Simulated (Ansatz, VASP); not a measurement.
# Two plane-wave programs on W

```
W
1.0
    -1.63828    1.63828    1.63828
     1.63828   -1.63828    1.63828
     1.63828    1.63828   -1.63828
W
1
Cartesian
  0.0000 0.0000 0.0000
```

Alike in both runs: task single point; functional r2SCAN; k mesh 8 × 8 × 8; occupations gaussian, width 0.1 eV; no spin polarisation.

```csv
,VASP,Ansatz
version,VASP 6.6.1,Ansatz 0.2.0
potentials or method,"VASP PAW PBE potentials, release 64 (W_sv), cutoff 520 eV","scalar-relativistic, plane waves, PAW"
valence electrons in the cell,14,14
```

```tsv
	VASP	Ansatz	Ansatz less VASP
gap on the k mesh at the Fermi level (eV)	none	none	-
pressure (GPa)	-25.3	-26.1	-0.75
```

VASP's potentials were made for PBE, not for r2SCAN. A gap of «none» marks a metal or a gap that the smearing closes. The functional is the same, so the differences come from potentials, cutoffs and numerics.

Neither program's run includes spin-orbit coupling.
